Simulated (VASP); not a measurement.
A run of VASP 6.6.1:

POSCAR

```
ZnS
1.0
    3.8067217473      0.0000000000      0.0000000000
   -1.9033608736      3.2967177383      0.0000000000
    0.0000000000      0.0000000000      5.7460763399
Zn S
2 2
Direct
    0.3333333333      0.6666666667      0.0053880710
    0.6666666667      0.3333333333      0.5053880710
    0.3333333333      0.6666666667      0.3796119290
    0.6666666667      0.3333333333      0.8796119290
```

File INCAR.step1:

```
SYSTEM = ZnS
  PREC = Accurate
  ENCUT = 520
  ISMEAR = 0
  SIGMA = 0.05
  LREAL = .FALSE.
  LASPH = .TRUE.
  NELM = 60
  NBANDS = 26
  GGA = PE
  ALGO = Normal
  EDIFF = 1E-4
  LWAVE = .TRUE.
  LCHARG = .FALSE.
```

The input INCAR.step2:

```
SYSTEM = ZnS
  PREC = Accurate
  ENCUT = 520
  EDIFF = 1E-6
  ISMEAR = 0
  SIGMA = 0.05
  LREAL = .FALSE.
  LASPH = .TRUE.
  NELM = 60
  ALGO = Normal
  ISIF = 2
  LWAVE = .FALSE.
  LCHARG = .TRUE.
  METAGGA = R2SCAN
  LMIXTAU = .TRUE.
  LELF = .TRUE.
  LVHAR = .TRUE.
  NBANDS = 26
  ISTART = 1
```

KPOINTS

```
Automatic mesh
0
G
  6 6 4
  0 0 0
```

Potentials or basis: VASP PAW PBE potentials, release 64 (Zn, S).

The run is started by

```console
$ cat potpaw_PBE.64/Zn/POTCAR potpaw_PBE.64/S/POTCAR > POTCAR
$ cp INCAR.step1 INCAR
$ mpirun -np 1 vasp_std > vasp.out
$ cp INCAR.step2 INCAR
$ mpirun -np 1 vasp_std > vasp.out
```

Hardware: 1 thread of Intel Xeon 8259CL, with other jobs on the host.

Question: Estimate the wall time of this run.

Answer: Wall time 3.3 min on 1 thread of Intel Xeon 8259CL (shared host), peak memory 0.21 GiB. Counts: k points 21.
